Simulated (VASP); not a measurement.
Runs of VASP 6.6.1 on MgI2. The structure is that of space group P-3m1 (No. 164), or close to it. The cells are those of the table. 

```csv
cell,gap on the mesh (eV),pressure (GPa),largest force (eV/Å)
"a = 4.207, b = 4.207, c = 7.812 Å, angles 90.0, 90.0, 120.0°, 3 atoms",(c),-0.8,0.28
"a = 4.092, b = 4.092, c = 7.598 Å, angles 90.0, 90.0, 120.0°, 3 atoms",3.76,(b),0.81
"a = 4.139, b = 4.139, c = 7.685 Å, angles 90.0, 90.0, 120.0°, 3 atoms",3.71,1.8,0.41
"a = 4.317, b = 4.317, c = 8.015 Å, angles 90.0, 90.0, 120.0°, 3 atoms",3.70,-0.3,(d)
"a = 4.185, b = 4.185, c = 7.770 Å, angles 90.0, 90.0, 120.0°, 3 atoms",3.26,-1.4,0.59
"a = 4.115, b = 4.115, c = 7.641 Å, angles 90.0, 90.0, 120.0°, 3 atoms",3.80,(a),0.88
```

Alike in all rows: task single point; level PBE; potentials or basis VASP PAW PBE potentials, release 64 (Mg, I); no spin polarisation; k mesh 6 × 6 × 4; cutoff (eV) 520; smearing gaussian 0.05 eV.

Task: Estimate the missing entries.

Result: (a) 3.4; (b) 3.5; (c) 3.47; (d) 0.19.

Caveats: spin-orbit coupling is left out, which moves the levels of the heavy elements; this functional lacks dispersion, which binds the layers, so the pressure and a relaxed spacing across them are unreliable.

A k mesh can miss the band edges, and the runs leave out spin-orbit coupling on I.
